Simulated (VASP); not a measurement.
Rh:

```
Rh
1.0
     2.72478    0.00000    0.00000
    -1.36239    2.35973    0.00000
     0.00000    0.00000    6.57750
Rh
3
Direct
  0.00000 0.00000 0.00000
  0.33333 0.66667 0.33333
  0.66667 0.33333 0.66667
```

| Property | Result |
| --- | --- |
| Program | VASP 6.6.1 |
| Task | relaxation of cell and atoms |
| Functional | PBE |
| Potentials or basis | VASP PAW PBE potentials, release 64 (Rh_pv) |
| Cutoff | 600 eV |
| k mesh | 18 × 18 × 7 |
| Occupations | gaussian, width 0.1 eV |
| Spin | no spin polarisation |

At the start: pressure -1.0 GPa; volume 14.10 Å³/atom.

Q: Where does the relaxation end?

A: Over 5 steps the energy falls by 2.3 meV/atom and the volume is 14.04 Å³/atom (-0.4 %); space group Fm-3m (No. 225, to 0.1 Å) before and after.

The path:
| step | energy change (eV) | largest force (eV/Å) | pressure (GPa) | volume (Å³) |
| --- | --- | --- | --- | --- |
| 1 | 0.0000 | 0.0000 | -0.96 | 42.29 |
| 2 | -0.0026 | 0.0000 | 2.24 | 41.77 |
| 3 | -0.0067 | 0.0000 | 0.77 | 42.00 |
| 4 | -0.0060 | 0.0000 | -1.24 | 42.32 |
| 5 | -0.0070 | 0.0000 | 0.04 | 42.12 |

Final structure:
```xyz
3
Lattice="2.7083 0.0000 0.0000 -1.3542 2.3455 0.0000 0.0000 0.0000 6.6307" Properties=species:S:1:pos:R:3 pbc="T T T"
Rh    0.0000    0.0000    0.0000
Rh    0.0000    1.5636    2.2102
Rh    1.3542    0.7818    4.4205
```

Caveat: the highest band is partly filled, so the run has too few bands.
